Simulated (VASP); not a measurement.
A run of VASP 6.6.1:

Contents of POSCAR:

```
Na7Mg4Cl16
1.0
    6.9572550000      0.0000000000      0.0000000000
    0.0000000000     11.9214420000      0.0000000000
    0.0000000000      0.0000000000      7.6746150000
Na Mg Cl
7 4 16
Direct
    0.0709475217      0.6849674729      0.2912980000
    0.9353832798      0.2781291055      0.2095479708
    0.4648528766      0.1910171605      0.2507487346
    0.6017890677      0.8469109693      0.2917670789
    0.0536849663      0.6435798622      0.7897594863
    0.9775263376      0.2430997861      0.8058645287
    0.5293467035      0.8676634924      0.7823584636
    0.5341474475      0.5181504050     -0.0581657842
    0.0862121627     -0.0429981541      0.1180124345
    0.4922487389      0.5224703522      0.4727012365
   -0.0546048693      0.0074235986      0.6207607808
    0.2170539962      0.1623712970      0.0237796945
    0.8604111823      0.8157234670      0.0128084601
    0.7836136522      0.3931571365     -0.0219685287
    0.3269536620      0.6862928159     -0.0345163894
    0.2880590118      0.8953950369      0.3327984531
    0.7686508544      0.0310365139      0.1581838307
    0.6700774946      0.6334636364      0.2402856691
    0.2234358235      0.4442331725      0.2263566316
    0.1660856185      0.1625390620      0.5214593827
    0.8180812691      0.8123178387      0.5364699076
    0.6675190143      0.3427773251      0.3628976828
    0.3001902331      0.6841286482      0.5310103504
    0.1783605747      0.9259618090      0.7836223706
    0.5988568767      0.0621149690      0.6408660239
    0.7387252587      0.5629352557      0.6919435047
    0.3229290863      0.4230109076      0.7777458544
```

The input INCAR.step1:

```
SYSTEM = Na7Mg4Cl16
  PREC = Accurate
  ENCUT = 520
  ISMEAR = -1
  SIGMA = 0.05
  LREAL = Auto
  LASPH = .TRUE.
  NELM = 100
  NELECT = 170.0
  NBANDS = 104
  GGA = PE
  ALGO = Normal
  EDIFF = 1E-4
  LWAVE = .TRUE.
  LCHARG = .FALSE.
```

The input INCAR.step2:

```
SYSTEM = Na7Mg4Cl16
  PREC = Accurate
  ENCUT = 520
  EDIFF = 1E-6
  ISMEAR = -1
  SIGMA = 0.05
  LREAL = Auto
  LASPH = .TRUE.
  NELM = 100
  ALGO = Normal
  ISIF = 2
  LWAVE = .FALSE.
  LCHARG = .FALSE.
  METAGGA = R2SCAN
  LMIXTAU = .TRUE.
  NELECT = 170.0
  NBANDS = 104
  ISTART = 1
```

KPOINTS

```
Automatic mesh
0
G
  1 1 1
  0 0 0
```

Potentials or basis: VASP PAW PBE potentials, release 64 (Na_pv, Mg, Cl).

Command:

```console
$ cat potpaw_PBE.64/Na_pv/POTCAR potpaw_PBE.64/Mg/POTCAR potpaw_PBE.64/Cl/POTCAR > POTCAR
$ cp INCAR.step1 INCAR
$ mpirun -np 1 vasp_gam > vasp.out
$ cp INCAR.step2 INCAR
$ mpirun -np 1 vasp_gam > vasp.out
```

Hardware: 1 thread of Intel(R) Xeon(R) 6975P-C (Granite Rapids), with other jobs on the host.

Task: How long does it take, and how much memory?

Result: It took 5.1 min on 1 thread of Intel(R) Xeon(R) 6975P-C (Granite Rapids), with other jobs on the host, peak memory 0.63 GiB. Counts: k points 1.
